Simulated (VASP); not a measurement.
Write the native input for VASP 6.6.1 that does the following.

| Item | Value |
| --- | --- |
| Task | single point |
| Functional | PBE |
| Potentials or basis | VASP PAW PBE potentials, release 64 (K_sv, F) |
| Cutoff | 520 eV |
| k mesh | 8 × 8 × 8 |
| Occupations | fermi-dirac, width 0.02 eV |
| Spin | no spin polarisation |
| Dipole correction | no |
| Further INCAR settings | ALGO = Normal; EDIFF = 1e-06; NBANDS = 15 |

The structure of KF lies in POSCAR:

```
KF
1.0
   -0.0072406569      2.9281607730      2.9281607730
    2.9281607730     -0.0072406569      2.9281607730
    2.9281607730      2.9281607730     -0.0072406569
K F
1 1
Direct
   -0.0002234080     -0.0002234080     -0.0002234080
    0.2502234080      0.2502234080      0.2502234080
```

This cell differs from its parent crystal: strain along [111] -0.4%.

These files were run (other wordings do the same):

INCAR

```
PREC = Accurate
ENCUT = 520
EDIFF = 1E-6
ISMEAR = -1
SIGMA = 0.02
LREAL = F
LASPH = T
NELM = 80
ALGO = Normal
ISIF = 2
LWAVE = F
LCHARG = F
GGA = PE
NBANDS = 15
```

KPOINTS

```
Automatic mesh
0
Gamma
  8 8 8
```

Potentials or basis: VASP PAW PBE potentials, release 64 (K_sv, F).

Run with:

```console
$ cat potpaw_PBE.64/K_sv/POTCAR potpaw_PBE.64/F/POTCAR > POTCAR
$ mpirun -np 1 vasp_std > vasp.out
```

Results of the run:

```
Pressure               : 1.0 GPa
Band gap on the k mesh : 5.17 eV, indirect (least direct gap 5.38 eV)
```

Caveat: the cell differs from its parent crystal (strain along [111] -0.4%).

It took 28 s on 1 thread of Intel(R) Xeon(R) Platinum 8259CL CPU @ 2.50GHz (Skylake/Cascade Lake), on a shared host, peak memory 0.19 GiB.
